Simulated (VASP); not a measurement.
Write the native input for VASP 6.6.1 that does the following.

- Task: electric field gradients
- Functional: r2SCAN
- Potentials or basis: VASP PAW PBE potentials, release 64 (Si, O)
- Cutoff: 520 eV
- k mesh: 4 × 4 × 3
- Occupations: fermi-dirac, width 0.02 eV
- Spin: no spin polarisation
- Dipole correction: no
- Further INCAR settings: ALGO = Normal; EDIFF = 1e-08; NBANDS = 44

Crystal: SiO2.

```
Si O
1.0
     4.93290    0.00000    0.00000
     0.00000    4.93290    0.00000
     0.00000    0.00000    6.46450
Si O
4 8
Cartesian
  4.0297 4.0297 3.2323
  3.3697 1.5632 1.6161
  0.9032 0.9032 0.0000
  1.5632 3.3697 4.8484
  1.3282 1.7939 5.1715
  0.6725 3.7947 3.5554
  3.6047 3.1390 1.9393
  4.2604 1.1382 0.3231
  3.7947 0.6725 2.9091
  3.1390 3.6047 4.5252
  1.1382 4.2604 6.1414
  1.7939 1.3282 1.2930
```

The input as run:

POSCAR

```
SiO2
1.0
    4.9329000000      0.0000000000      0.0000000000
    0.0000000000      4.9329000000      0.0000000000
    0.0000000000      0.0000000000      6.4645000000
Si O
4 8
Direct
    0.8168962330      0.8168962330      0.5000000000
    0.6831037670      0.3168962330      0.2500000000
    0.1831037670      0.1831037670      0.0000000000
    0.3168962330      0.6831037670      0.7500000000
    0.2692597703      0.3636645933      0.7999875025
    0.1363354067      0.7692597703      0.5499875025
    0.7307402297      0.6363354067      0.2999875025
    0.8636645933      0.2307402297      0.0499875025
    0.7692597703      0.1363354067      0.4500124975
    0.6363354067      0.7307402297      0.7000124975
    0.2307402297      0.8636645933      0.9500124975
    0.3636645933      0.2692597703      0.2000124975
```

INCAR.step1

```
PREC     = Accurate       # precision mode
ENCUT    = 520            # plane-wave cutoff, eV
ISMEAR   = -1             # smearing method
SIGMA    = 0.02           # smearing width, eV
LREAL    = False          # projectors in reciprocal space
LASPH    = True           # aspherical terms in the spheres
NELM     = 100            # most SCF steps
NBANDS   = 44             # bands
GGA      = PE             # functional
ALGO     = Normal         # electronic algorithm
EDIFF    = 1E-4           # SCF threshold, eV
LWAVE    = True           # write WAVECAR
LCHARG   = False          # write CHGCAR
```

INCAR.step2

```
PREC     = Accurate       # precision mode
ENCUT    = 520            # plane-wave cutoff, eV
EDIFF    = 1E-8           # SCF threshold, eV
ISMEAR   = -1             # smearing method
SIGMA    = 0.02           # smearing width, eV
LREAL    = False          # projectors in reciprocal space
LASPH    = True           # aspherical terms in the spheres
NELM     = 100            # most SCF steps
ALGO     = Normal         # electronic algorithm
ISIF     = 2              # what is computed and relaxed
LWAVE    = False          # write WAVECAR
LCHARG   = False          # write CHGCAR
METAGGA  = R2SCAN         # meta-GGA
LMIXTAU  = True         
LEFG     = True         
NBANDS   = 44             # bands
ISTART   = 1
```

KPOINTS

```
Automatic mesh
0
Gamma
  4 4 3
```

Potentials or basis: VASP PAW PBE potentials, release 64 (Si, O).

Launch:

```console
$ cat potpaw_PBE.64/Si/POTCAR potpaw_PBE.64/O/POTCAR > POTCAR
$ cp INCAR.step1 INCAR
$ mpirun -np 1 vasp_std > vasp.out
$ cp INCAR.step2 INCAR
$ mpirun -np 1 vasp_std > vasp.out
```

It gave:

The pressure is -2.4 GPa, the largest force is 0.337 eV/Å and the band gap on the k mesh is 6.33 eV, direct.

Caveat: without QUAD_EFG the Cq values of the log hold for a quadrupole moment of 1 mb, not for the nuclei; the PAW data sets were made with another functional, which shifts forces and pressure a little.

Wall time 5.6 min on 1 thread of Intel Xeon 6975P-C (shared host), peak memory 0.31 GiB.
